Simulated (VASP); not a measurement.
Wanted: the native input for a VASP 6.6.1 run.

```yaml
Task: relaxation of cell and atoms
Functional: revPBE
Potentials_or_basis: VASP PAW PBE potentials, release 64 (Cu)
Cutoff: 600 eV
k_mesh: 12 × 12 × 4
Occupations: fermi-dirac, width 0.05 eV
Spin: no spin polarisation
Dipole_correction: no
Further_INCAR_settings: ALGO = Normal; EDIFF = 1e-06; IBRION = 2; EDIFFG = -0.01; NSW = 60; ISIF = 3
```

The structure of Cu lies in POSCAR:

```
Cu
1.0
    2.5307640267      0.0000000000      0.0000000000
   -1.2653820134      2.1917059381      0.0000000000
    0.0000000000      0.0000000000      8.2618150800
Cu
4
Direct
    0.6666666667      0.3333333333      0.7500000000
    0.0000000000      0.0000000000      0.5000000000
    0.3333333333      0.6666666667      0.2500000000
    0.0000000000      0.0000000000      0.0000000000
```

This isn't the form of Cu at room conditions, which is fcc.

These files were run (other wordings do the same):

INCAR

```
SYSTEM = Cu
ALGO = Normal
EDIFF = 1E-6
EDIFFG = -0.01
ENCUT = 600
GGA = RE
IBRION = 2
ISIF = 3
ISMEAR = -1
LASPH = .TRUE.
LCHARG = .FALSE.
LREAL = .FALSE.
LWAVE = .FALSE.
NELM = 100
NSW = 60
PREC = Accurate
SIGMA = 0.05
```

KPOINTS

```
k-points
0
G
  12 12 4
  0 0 0
```

Potentials or basis: VASP PAW PBE potentials, release 64 (Cu).

Launch:

```sh
$ cat potpaw_PBE.64/Cu/POTCAR > POTCAR
$ mpirun -np 1 vasp_std > vasp.out
```

Results of the run:

| Quantity | Value |
| --- | --- |
| Relaxed volume | 12.34 Å³/atom |
| Relaxed cell | a = 2.597 Å, b = 2.597 Å, c = 8.449 Å, α = 90.00°, β = 90.00°, γ = 120.00° |
| Space group after relaxing (to 0.1 Å) | P6_3/mmc (No. 194) |
| Energy gained by relaxing | 28.9 meV/atom |
| Ionic steps | 14 |
| Pressure after relaxing | 0.0 GPa |
| Band gap on the k mesh | zero (bands 22 and 23 overlap by 5.00 eV) |

Caveat: the PAW data sets were made with another functional, which shifts forces and pressure a little.

Wall time 5.2 min on 1 thread of AMD EPYC 9R45 96-Core Processor (Zen 5), with other jobs on the host, peak memory 0.18 GiB.
